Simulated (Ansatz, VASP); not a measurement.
Two plane-wave programs on AlGaN2

POSCAR

```
AlGaN2
1.0
    3.2036945897      0.0000000000      0.0000000000
    0.0000000000      3.2036945897      0.0000000000
    0.0000000000      0.0000000000      4.4238379400
Al Ga N
1 1 2
Direct
    0.5000000000      0.5000000000      0.5000000000
    0.0000000000      0.0000000000      0.0000000000
    0.5000000000      0.0000000000      0.7382648100
    0.0000000000      0.5000000000      0.2617351900
```

File INCAR.step1:

```
SYSTEM = AlGaN2
PREC     = Accurate       ! precision mode
ENCUT    = 520            ! plane-wave cutoff, eV
ISMEAR   = 0              ! smearing method
SIGMA    = 0.05           ! smearing width, eV
LREAL    = .False.        ! projectors in reciprocal space
LASPH    = .True.         ! aspherical terms in the spheres
NELM     = 100            ! most SCF steps
NBANDS   = 21             ! bands
GGA      = PE             ! functional
ALGO     = Normal         ! electronic algorithm
EDIFF    = 1E-4           ! SCF threshold, eV
LWAVE    = .True.         ! write WAVECAR
LCHARG   = .False.        ! write CHGCAR
```

Contents of INCAR.step2:

```
SYSTEM = AlGaN2
PREC     = Accurate       ! precision mode
ENCUT    = 520            ! plane-wave cutoff, eV
EDIFF    = 1E-6           ! SCF threshold, eV
ISMEAR   = 0              ! smearing method
SIGMA    = 0.05           ! smearing width, eV
LREAL    = .False.        ! projectors in reciprocal space
LASPH    = .True.         ! aspherical terms in the spheres
NELM     = 100            ! most SCF steps
ALGO     = Normal         ! electronic algorithm
ISIF     = 2              ! what is computed and relaxed
LWAVE    = .False.        ! write WAVECAR
LCHARG   = .True.         ! write CHGCAR
METAGGA  = R2SCAN         ! meta-GGA
LMIXTAU  = .True.       
LELF     = .True.         ! ELF
LVHAR    = .True.       
NBANDS   = 21             ! bands
ISTART   = 1
```

File KPOINTS:

```
Automatic mesh
0
Gamma
  8 8 6
  0 0 0
```

Input for Ansatz:

```yaml
crystal:
  lattice:
    - [3.2036945897, 0.0, 0.0]
    - [0.0, 3.2036945897, 0.0]
    - [0.0, 0.0, 4.42383794]
  atoms:
    - { symbol: Al, position: [0.5, 0.5, 0.5] }
    - { symbol: Ga, position: [0.0, 0.0, 0.0] }
    - { symbol: "N", position: [0.5, 0.0, 0.73826481] }
    - { symbol: "N", position: [0.0, 0.5, 0.26173519] }
basis:
  ecutwfc: 500
kpoints:
  mp_grid: { grid: [8, 8, 6] }
hamiltonian:
  xc: r2scan
scf:
  occupations: { method: gaussian, width: 0.05 }
output:
  forces: true
  stress: true
  eigenvalues: true
```

Change from the starting cell: strain +0.0200 x Voigt [1, 1, 0, 0, 0, 0], atoms carried along.

Alike in both runs: task single point; functional r2SCAN; k mesh 8 × 8 × 6; occupations gaussian, width 0.05 eV; no spin polarisation.

|  | VASP | Ansatz |
| --- | --- | --- |
| version | VASP 6.6.1 | Ansatz 0.2.0 |
| potentials or method | VASP PAW PBE potentials, release 64 (Al, Ga_d, N), cutoff 520 eV | scalar-relativistic, plane waves, PAW |
| valence electrons in the cell | 26 | 26 |

|  | VASP | Ansatz | Ansatz less VASP |
| --- | --- | --- | --- |
| gap on the k mesh at the Fermi level (eV) | 3.08 | 3.07 | -0.009 |
| least direct gap on the mesh (eV) | 3.08 | 3.07 | -0.009 |
| pressure (GPa) | -7.5 | -7.8 | -0.26 |
| traceless stress, the component that is largest in VASP (GPa) | 1.87 | 1.83 | -0.038 |
| rms of the force components (eV/Å) | 0.010 | 0.023 | +0.0127 |

VASP's potentials were made for PBE, not for r2SCAN. Atom by atom the forces differ by 0.033 eV/Å (rms over components).
